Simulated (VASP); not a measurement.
Input of a VASP 6.6.1 run:

INCAR

```
SYSTEM = S
PREC     = Accurate       ! precision mode
ENCUT    = 520            ! plane-wave cutoff, eV
EDIFF    = 1E-6           ! SCF threshold, eV
ISMEAR   = 0              ! smearing method
SIGMA    = 0.15           ! smearing width, eV
LREAL    = .False.        ! projectors in reciprocal space
LASPH    = .True.         ! aspherical terms in the spheres
NELM     = 100            ! most SCF steps
ALGO     = Normal         ! electronic algorithm
ISIF     = 2              ! what is computed and relaxed
LWAVE    = .False.        ! write WAVECAR
LCHARG   = .False.        ! write CHGCAR
NBANDS   = 9              ! bands
```

Contents of KPOINTS:

```
Automatic mesh
0
Gamma
  20 20 20
  0 0 0
```

The input POSCAR:

```
S
1.0
    0.0000000000      2.0242655992      1.9943503440
    1.9943503440      0.0000000000      1.9943503440
    1.9943503440      2.0242655992      0.0000000000
S
1
Direct
    0.0000000000      0.0000000000      0.0000000000
```

Potentials or basis: VASP PAW LDA potentials, release 64 (S).

Run with:

```sh
$ cat potpaw_LDA.64/S/POTCAR > POTCAR
$ mpirun -np 1 vasp_std > vasp.out
```

Problem. Predict the pressure.

Solution. -7.6 GPa.

Problem. Estimate the band gap on the k mesh.

Solution. Zero (bands 3 and 4 overlap by 5.62 eV).

Stress tensor (GPa, compression positive):
```
-8.06  0.00  0.00
 0.00 -6.76  0.00
 0.00  0.00 -8.06
```

Caveat: the cell differs from its parent crystal (strain +0.0150 x Voigt [0, 1, 0, 0, 0, 0]); the cell stands under tension.
